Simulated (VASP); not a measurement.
# Al12W in VASP: a series of runs

Runs on Al12W. Level: PBEsol. Tasks: single point.

Everything below comes from runs of VASP 6.6.1. Logs are shortened: lines on timing, memory, paths and dates and some standing lists are left out, and cuts for length are marked.

### 1 The cell of the first run

The cell holds a slab with vacuum, 13 atoms: a = 5.728 Å, b = 5.728 Å, c = 15.677 Å, α = 90.00°, β = 90.00°, γ = 60.00°.

### 2 Single point, PBEsol

Contents of INCAR:

```
SYSTEM = Al12W
ALGO = Normal
EDIFF = 1E-6
ENCUT = 520
GGA = PS
ISIF = 2
ISMEAR = -1
LASPH = .True.
LCHARG = .True.
LELF = .True.
LREAL = .False.
LVHAR = .True.
LWAVE = .False.
NBANDS = 37
NELM = 100
PREC = Accurate
SIGMA = 0.05
```

Contents of KPOINTS:

```
k-points
0
Gamma
  3 3 1
  0 0 0
```

Contents of POSCAR:

```
Al12W
1.0
    5.7275650000      0.0000000000      0.0000000000
    2.8637820000      4.9602170000      0.0000000000
    0.0000000000      0.0000000000     15.6765370000
Al W
12 1
Direct
    0.1666667000      0.1666667000      0.0637896000
    0.6666667000      0.1666667000      0.0637896000
    0.1666667000      0.6666667000      0.0637896000
    0.6666667000      0.6666667000      0.0637896000
   -0.1660485972      0.3293076024      0.2114036841
    0.3401483204      0.3381818723      0.2152567222
   -0.1589364539      0.8354506174      0.2100767958
    0.3519963490      0.8303135103      0.2183700983
    0.0143712060      0.0105914383      0.3587492232
    0.4768297162      0.1055566261      0.3764768729
   -0.0382952616      0.5071238066      0.3525115261
    0.4513176685      0.6990308127      0.4633806652
    0.8639895002      0.8090468512      0.4729866840
```

Potentials or basis: VASP PAW PBE potentials, release 64 (Al, W_sv).

Command:

```bash
$ cat potpaw_PBE.64/Al/POTCAR potpaw_PBE.64/W_sv/POTCAR > POTCAR
$ mpirun -np 1 vasp_std > vasp.out
```

OUTCAR:

```text
SYSTEM = Al12W
   EDIFF = 1E-6
   ENCUT = 520
   GGA = PS
   ISIF = 2
   ISMEAR = -1
   LASPH = .True.
   LREAL = .False.
   NELM = 100
   PREC = Accurate

 ion  position               nearest neighbor table
   1  0.167  0.167  0.064-   5 2.84   3 2.86   3 2.86   2 2.86   2 2.86   4 2.86   4 2.86   6 2.93
                             8 2.94
   2  0.667  0.167  0.064-   7 2.82   5 2.83   4 2.86   4 2.86   1 2.86   1 2.86   3 2.86   3 2.86
                             6 2.87
   3  0.167  0.667  0.064-   7 2.81   1 2.86   1 2.86   4 2.86   4 2.86   2 2.86   2 2.86   6 2.88
                             8 2.98
   4  0.667  0.667  0.064-   5 2.86   7 2.86   2 2.86   2 2.86   3 2.86   3 2.86   1 2.86   1 2.86
                             8 2.88
   5  0.834  0.329  0.211-  11 2.69   9 2.80   6 2.80   7 2.81   8 2.82   2 2.83   1 2.84   4 2.86
                             8 2.92   7 2.92   6 2.93
   6  0.340  0.338  0.215-  10 2.78   5 2.80   8 2.85   7 2.85  11 2.86   2 2.87   7 2.88   8 2.88
                             3 2.88   5 2.93   1 2.93
   7  0.841  0.835  0.210-  11 2.77   3 2.81   5 2.81   8 2.82   2 2.82   6 2.85   4 2.86   6 2.88
                             9 2.90   8 2.91   5 2.92  10 3.21
   8  0.352  0.830  0.218-   9 2.77   5 2.82   7 2.82   6 2.85   6 2.88   4 2.88   7 2.91   5 2.92
                             1 2.94   3 2.98  10 3.20
   9  0.014  0.011  0.359-  13 2.51  11 2.71   8 2.77  12 2.77   5 2.80  10 2.86   7 2.90  10 2.97
                            11 3.05
  10  0.477  0.106  0.376-  13 2.51  11 2.71  12 2.76   6 2.78   9 2.86   9 2.97  11 3.18   8 3.20
                             7 3.21
  11  0.962  0.507  0.353-  13 2.43   5 2.69   9 2.71  10 2.71   7 2.77   6 2.86   9 3.05  12 3.09
                            10 3.18
  12  0.451  0.699  0.463-  13 2.74  10 2.76   9 2.77  11 3.09  13 3.10
  13  0.864  0.809  0.473-  11 2.43   9 2.51  10 2.51  12 2.74  12 3.10

  LATTYP: Found a hexagonal cell.
 ALAT       =     5.7275649303
 C/A-ratio  =     2.7370334847

  Lattice vectors:

 A1 = (  -2.8637820000,  -4.9602170000,   0.0000000000)
 A2 = (   5.7275650000,   0.0000000000,   0.0000000000)
 A3 = (   0.0000000000,   0.0000000000,  15.6765370000)

Analysis of symmetry for initial positions (statically):
=====================================================================
 Subroutine PRICEL returns:
 Original cell was already a primitive cell.

 Routine SETGRP: Setting up the symmetry group for a
 hexagonal supercell.

 Subroutine GETGRP returns: Found  1 space group operations
 (whereof  1 operations were pure point group operations)
[... 132 lines left out ...]
   EFERMI =   0.00;   METHOD = LEGACY
   ISMEAR =    -1;   SIGMA  =   0.05  broadening in eV -4-tet -1-fermi 0-gaus
   EFERMI_NEDOS =   21; number of points for ismear=-14 and -15
   IALGO  =     38    algorithm
   IMIX   =      4    mixing-type and parameters
     AMIX     =   0.40;   BMIX     =  1.00
     AMIX_MAG =   1.60;   BMIX_MAG =  1.00
  volume/ion in A,a.u.               =      34.26       231.19
  Fermi-wavevector in a.u.,A,eV,Ry     =   0.789753  1.492417  8.486085  0.623710
  Thomas-Fermi vector in A             =   1.894958
   LORBIT       =      0    0 simple, 1 ext, 2 COOP (PROOUT), +10 PAW based schemes
   GGA     = PS    functional components
   LHFCALC =     F    Hartree Fock is set to
   AEXX    =    0.0000 exact exchange contribution
   IVDW    =     0    specifies the selected vdW correction
   LEPSILON=     F    determine dielectric tensor
   LRPA    =     F    only Hartree local field effects (RPA)
 non-spin polarized calculation
  energy-cutoff  :      520.00
  volume of cell :      445.37
 maximum number of plane-waves:     12018
 NGX is ok and might be reduce to    42
   NGX = 21   NGY = 21   NGZ = 59

 number of electron      49.9999999 magnetization

 Free energy of the ion-electron system (eV)
  ---------------------------------------------------
  ext. energy  EPLUGINS =         0.00000000
  ---------------------------------------------------
  free energy    TOTEN  =       -55.22944077 eV

  energy without entropy =      -55.12708630  energy(sigma->0) =      -55.17826354

 E-fermi :   1.8853     XC(G=0):  -6.4359

 val. band max:        1.8700006904   @ k =   0.0000   0.0000   0.0000
 cond. band min:       1.9432931345   @ k =  -0.3333   0.3333   0.0000
 fundamental gap:      0.0732924441
 Fermi energy:         1.8853036285

 k-point     1 :       0.0000    0.0000    0.0000
  band No.  band energies     occupation
      1     -71.6291      2.00000
      2     -35.9916      2.00000
      3     -35.8536      2.00000
      4     -35.7747      2.00000
      5      -8.4402      2.00000
      6      -6.6364      2.00000
[... 189 lines left out ...]
     36       4.9801      0.00000
     37       5.0437      0.00000

------------------------ aborting loop because EDIFF is reached ----------------------------------------

  FORCE on cell =-STRESS in cart. coord.  units (eV):
  Direction    XX          YY          ZZ          XY          YZ          ZX
  --------------------------------------------------------------------------------------
  -------------------------------------------------------------------------------------
  Total      -12.5693918     -7.0196481      0.2357348      0.5234411     -0.0724529     -0.0459002
  in kB      -45.2172361    -25.2525412      0.8480342      1.8830316     -0.2606428     -0.1651218
  external PRESSURE =     -23.2072477 kB  Pullay stress =       0.0000000 kB

 VOLUME and BASIS-vectors are now :
 -----------------------------------------------------------------------------
  energy-cutoff  :      520.00
  volume of cell :      445.37
      direct lattice vectors                 reciprocal lattice vectors
     5.727565000  0.000000000  0.000000000     0.174594265 -0.100802024  0.000000000
     2.863782000  4.960217000  0.000000000     0.000000000  0.201604083  0.000000000
     0.000000000  0.000000000 15.676537000     0.000000000  0.000000000  0.063789598

 POSITION                                       TOTAL-FORCE (eV/Angst)
 -----------------------------------------------------------------------------------
      1.43189      0.82670      1.00000         0.029738     -0.115571      0.145193
      4.29567      0.82670      1.00000        -0.018404      0.007915     -0.124848
      2.86378      3.30681      1.00000         0.102275      0.063073     -0.012246
      5.72756      3.30681      1.00000        -0.059281      0.056957     -0.031050
      5.71958      1.63344      3.31408        -0.011540      0.010298     -0.029418
      2.91670      1.67746      3.37448        -0.020185     -0.014242      0.011101
      7.20979      4.14402      3.29328        -0.013394      0.010199     -0.034005
      4.39392      4.11854      3.42329        -0.016121      0.008487      0.004018
      0.11264      0.05254      5.62395         0.011339     -0.019986     -0.006924
      3.03336      0.52358      5.90185        -0.077432      0.018125      0.036324
      6.96052      2.51544      5.52616         0.024522     -0.028538      0.007705
      4.58682      3.46734      7.26420        -0.027720     -0.024353     -0.013018
      7.26549      4.01305      7.41479         0.076204      0.027634      0.047169
 -----------------------------------------------------------------------------------
    total drift:                               -0.000013     -0.000131      0.000746

  FREE ENERGIE OF THE ION-ELECTRON SYSTEM (eV)
  ---------------------------------------------------
  free  energy   TOTEN  =       -55.2294407679 eV

  energy  without entropy=      -55.1270863046  energy(sigma->0) =      -55.17826354
```

OSZICAR:

```text
N       E                     dE             d eps       ncg     rms          rms(c)
DAV:   1     0.150569896855E+03    0.15057E+03   -0.20060E+04   410   0.104E+03
DAV:   2    -0.454910520577E+02   -0.19606E+03   -0.18473E+03   440   0.184E+02
DAV:   3    -0.588059581302E+02   -0.13315E+02   -0.12649E+02   532   0.403E+01
[... 13 lines left out ...]
DAV:  17    -0.552290793664E+02   -0.85353E-03   -0.29825E-04   436   0.722E-02    0.266E-02
DAV:  18    -0.552293978586E+02   -0.31849E-03   -0.14113E-04   415   0.500E-02    0.143E-02
DAV:  19    -0.552294384565E+02   -0.40598E-04   -0.34030E-05   428   0.271E-02    0.655E-03
DAV:  20    -0.552294405475E+02   -0.20909E-05   -0.43743E-06   391   0.114E-02    0.311E-03
DAV:  21    -0.552294407679E+02   -0.22044E-06   -0.42086E-07   316   0.397E-03
   1 F= -.55229441E+02 E0= -.55178264E+02  d E =-.102354E+00
```

stdout:

```text
POSCAR found type information on POSCAR AlW
 POSCAR found :  2 types and      13 ions
 scaLAPACK will be used
 -----------------------------------------------------------------------------
|                                                                             |
|                                                                             |
|     You enforced a specific xc type in the INCAR file but a different       |
|     I HOPE YOU KNOW WHAT YOU ARE DOING!                                     |
|                                                                             |
 -----------------------------------------------------------------------------

 LDA part: xc-table for (Slater+PW92), standard interpolation
 POSCAR, INCAR and KPOINTS ok, starting setup
 FFT: planning ... GRIDC
 FFT: planning ... GRID_SOFT
 FFT: planning ... GRID
 WAVECAR not read
 entering main loop
```

Wall time 2.8 min (1 thread of Intel Xeon Platinum 8488C (Sapphire Rapids), shared host); peak memory 0.59 GiB.

What came out:

* Free energy: -55.2294 eV
* Largest force: 0.188 eV/Å
* Band gap on the k mesh: zero (bands 25 and 26 overlap by 0.70 eV)

Forces on the atoms (eV/Å):
```
Al   0.030 -0.116  0.145
Al  -0.018  0.008 -0.125
Al   0.102  0.063 -0.012
Al  -0.059  0.057 -0.031
Al  -0.012  0.010 -0.029
Al  -0.020 -0.014  0.011
Al  -0.013  0.010 -0.034
Al  -0.016  0.008  0.004
Al   0.011 -0.020 -0.007
Al  -0.077  0.018  0.036
Al   0.025 -0.029  0.008
Al  -0.028 -0.024 -0.013
W    0.076  0.028  0.047
```

Levels at points of the mesh, in eV from the Fermi level:
```tsv
k point	band 21	band 22	band 23	band 24	band 25	band 26	band 27	band 28	band 29	band 30
(0.00, 0.00, 0.00)	-1.67	-1.47	-1.38	-0.96	-0.91	-0.72	-0.02	0.46	0.61	0.87
```

Caveat: the k points lie up to 0.42 Å⁻¹ apart, too coarse for converged energies and pressures of a metal; the PAW data sets were made with another functional, which shifts forces and pressure a little; spin-orbit coupling is left out, which moves the levels of the heavy elements.

### 3 Single point, PBEsol

Contents of INCAR:

```
ALGO = Normal
EDIFF = 1E-7
ENCUT = 520
GGA = PS
ISIF = 2
ISMEAR = -1
LASPH = True
LCHARG = False
LREAL = False
LWAVE = False
NBANDS = 37
NELM = 80
PREC = Accurate
SIGMA = 0.05
```

Contents of KPOINTS:

```
k-points
0
Gamma
  3 3 1
```

Contents of POSCAR:

```
Al12W
1.0
    5.7275650000      0.0000000000      0.0000000000
    2.8637820000      4.9602170000      0.0000000000
    0.0000000000      0.0000000000     15.6765370000
Al W
12 1
Direct
    0.1666684945      0.1666660955      0.0637895984
    0.6666715499      0.1666660955      0.0637895984
    0.1666709227      0.6666643818      0.0637895984
    0.6666739781      0.6666643818      0.0637895984
   -0.2382651731      0.4005469922      0.2089683455
    0.1993872982      0.3904264672      0.2225108772
   -0.1947475223      0.9197379873      0.2180583633
    0.3928767721      0.8404874222      0.2727324281
    0.2801286528      0.0175798760      0.5170019374
    0.6101946615      0.1312845789      0.3667008855
    0.0903266157      0.6256581113      0.5454457193
    0.6943831005      0.5059657672      0.4059697623
    0.6353186051      1.1376115198      0.5256071542
```

Potentials or basis: VASP PAW PBE potentials, release 64 (Al, W_sv).

Command:

```bash
$ cat potpaw_PBE.64/Al/POTCAR potpaw_PBE.64/W_sv/POTCAR > POTCAR
$ mpirun -np 1 vasp_std > vasp.out
```

OUTCAR:

```text
EDIFF = 1E-7
   ENCUT = 520
   GGA = PS
   ISIF = 2
   ISMEAR = -1
   LASPH = True
   LREAL = False
   NELM = 80
   PREC = Accurate

 ion  position               nearest neighbor table
   1  0.167  0.167  0.064-   6 2.85   4 2.86   2 2.86   3 2.86   3 2.86   2 2.86   4 2.86   5 3.04

   2  0.667  0.167  0.064-   7 2.71   5 2.83   1 2.86   3 2.86   4 2.86   4 2.86   3 2.86   1 2.86

   3  0.167  0.667  0.064-   4 2.86   2 2.86   1 2.86   1 2.86   2 2.86   4 2.86   6 2.90   7 3.04
[... 7 lines left out ...]
   7  0.805  0.920  0.218-  10 2.61   5 2.64   2 2.71   6 2.73   8 2.76   3 3.04   5 3.11   4 3.12
                             6 3.16   8 3.28
   8  0.393  0.840  0.273-   5 2.55   7 2.76  12 2.78   6 2.88  10 2.93   7 3.28
   9  0.280  0.018  0.517-  13 2.46  11 2.98  11 3.12  12 3.21  10 3.28  13 3.40
  10  0.610  0.131  0.367-  13 2.50  12 2.50   7 2.61   8 2.93   6 3.06   5 3.25   9 3.28
  11  0.090  0.626  0.545-  13 2.80   9 2.98  13 2.99   9 3.12
  12  0.694  0.506  0.406-  10 2.50   8 2.78  13 2.97   5 3.13   9 3.21
  13  0.635  0.138  0.526-   9 2.46  10 2.50  11 2.80  12 2.97  11 2.99   9 3.40

  LATTYP: Found a hexagonal cell.
 ALAT       =     5.7275649303
 C/A-ratio  =     2.7370334847

  Lattice vectors:

 A1 = (  -2.8637820000,  -4.9602170000,   0.0000000000)
 A2 = (   5.7275650000,   0.0000000000,   0.0000000000)
 A3 = (   0.0000000000,   0.0000000000,  15.6765370000)

Analysis of symmetry for initial positions (statically):
=====================================================================
 Subroutine PRICEL returns:
 Original cell was already a primitive cell.

 Routine SETGRP: Setting up the symmetry group for a
 hexagonal supercell.

 Subroutine GETGRP returns: Found  1 space group operations
 (whereof  1 operations were pure point group operations)
 out of a pool of 24 trial point group operations.

The static configuration has the point symmetry C_1 .
[... 143 lines left out ...]
   IVDW    =     0    specifies the selected vdW correction
   LEPSILON=     F    determine dielectric tensor
   LRPA    =     F    only Hartree local field effects (RPA)
 non-spin polarized calculation
  energy-cutoff  :      520.00
  volume of cell :      445.37
 maximum number of plane-waves:     12018
 NGX is ok and might be reduce to    42
   NGX = 21   NGY = 21   NGZ = 59

 number of electron      50.0000001 magnetization

 Free energy of the ion-electron system (eV)
  ---------------------------------------------------
  ext. energy  EPLUGINS =         0.00000000
  ---------------------------------------------------
  free energy    TOTEN  =       -52.60253736 eV

  energy without entropy =      -52.51095833  energy(sigma->0) =      -52.55674784

 E-fermi :   1.9238     XC(G=0):  -6.8050

 val. band max:        1.8870023326   @ k =  -0.3333   0.3333   0.0000
 cond. band min:       1.9332328568   @ k =   0.0000   0.0000   0.0000
 fundamental gap:      0.0462305241
 Fermi energy:         1.9238248897

 k-point     1 :       0.0000    0.0000    0.0000
  band No.  band energies     occupation
      1     -71.7108      2.00000
      2     -35.9582      2.00000
      3     -35.8924      2.00000
      4     -35.8504      2.00000
      5      -7.7835      2.00000
      6      -6.0585      2.00000
[... 189 lines left out ...]
     36       4.8913      0.00000
     37       5.0657      0.00000

------------------------ aborting loop because EDIFF is reached ----------------------------------------

  FORCE on cell =-STRESS in cart. coord.  units (eV):
  Direction    XX          YY          ZZ          XY          YZ          ZX
  --------------------------------------------------------------------------------------
  -------------------------------------------------------------------------------------
  Total      -12.1646506    -13.2333508    -10.4338260      4.4071317      2.0281852      1.5542563
  in kB      -43.7612167    -47.6057676    -37.5347336     15.8542528      7.2962106      5.5912949
  external PRESSURE =     -42.9672393 kB  Pullay stress =       0.0000000 kB

 VOLUME and BASIS-vectors are now :
 -----------------------------------------------------------------------------
  energy-cutoff  :      520.00
  volume of cell :      445.37
      direct lattice vectors                 reciprocal lattice vectors
     5.727565000  0.000000000  0.000000000     0.174594265 -0.100802024  0.000000000
     2.863782000  4.960217000  0.000000000     0.000000000  0.201604083  0.000000000
     0.000000000  0.000000000 15.676537000     0.000000000  0.000000000  0.063789598

 POSITION                                       TOTAL-FORCE (eV/Angst)
 -----------------------------------------------------------------------------------
      1.43190      0.82670      1.00000        -0.036515      0.134140      0.445249
      4.29570      0.82670      1.00000        -0.155905      0.072737      0.235126
      2.86380      3.30680      1.00000        -0.158244     -0.049184      0.455752
      5.72760      3.30680      1.00000         0.222909      0.319476      0.157394
      5.50997      1.98680      3.27590        -0.681554     -0.683194      0.177410
      2.26010      1.93660      3.48820         1.572316     -0.182100     -0.017473
      7.24607      4.56210      3.41840         0.165809     -0.584447     -0.671882
      4.65720      4.16900      4.27550        -0.853813      0.648356      0.005892
      1.65480      0.08720      8.10480        -1.187242      0.066845     -0.406693
      3.87090      0.65120      5.74860        -1.098728     -0.948566      0.240148
      2.30910      3.10340      8.55070         0.151237     -0.130524     -0.826308
      5.42610      2.50970      6.36420         0.437252      0.710347      1.359908
      4.03292      0.68258      8.23970         1.622478      0.626115     -1.154525
 -----------------------------------------------------------------------------------
    total drift:                                0.000170      0.000108     -0.000062

  FREE ENERGIE OF THE ION-ELECTRON SYSTEM (eV)
  ---------------------------------------------------
  free  energy   TOTEN  =       -52.6025373555 eV

  energy  without entropy=      -52.5109583312  energy(sigma->0) =      -52.55674784
```

stdout:

```text
POSCAR found type information on POSCAR AlW
 POSCAR found :  2 types and      13 ions
 scaLAPACK will be used
 -----------------------------------------------------------------------------
|                                                                             |
|                                                                             |
|     You enforced a specific xc type in the INCAR file but a different       |
|     I HOPE YOU KNOW WHAT YOU ARE DOING!                                     |
|                                                                             |
 -----------------------------------------------------------------------------

 LDA part: xc-table for (Slater+PW92), standard interpolation
 POSCAR, INCAR and KPOINTS ok, starting setup
 FFT: planning ... GRIDC
 FFT: planning ... GRID_SOFT
 FFT: planning ... GRID
 WAVECAR not read
 entering main loop
```

Run time: 3 min. Hardware: 1 thread of Intel Xeon Platinum 8488C (Sapphire Rapids), shared host; peak memory 0.59 GiB.

Results:

* Free energy: -52.6025 eV
* Largest force: 2.087 eV/Å
* Band gap on the k mesh: zero (bands 25 and 26 overlap by 0.71 eV)

Forces on the atoms (eV/Å):
```
Al  -0.037  0.134  0.445
Al  -0.156  0.073  0.235
Al  -0.158 -0.049  0.456
Al   0.223  0.319  0.157
Al  -0.682 -0.683  0.177
Al   1.572 -0.182 -0.017
Al   0.166 -0.584 -0.672
Al  -0.854  0.648  0.006
Al  -1.187  0.067 -0.407
Al  -1.099 -0.949  0.240
Al   0.151 -0.131 -0.826
Al   0.437  0.710  1.360
W    1.622  0.626 -1.155
```

Caveat: the k points lie up to 0.42 Å⁻¹ apart, too coarse for converged energies and pressures of a metal; the atoms stand as in a frame of molecular dynamics; the PAW data sets were made with another functional, which shifts forces and pressure a little; spin-orbit coupling is left out, which moves the levels of the heavy elements.

(Part 1 of 2 ends here.)
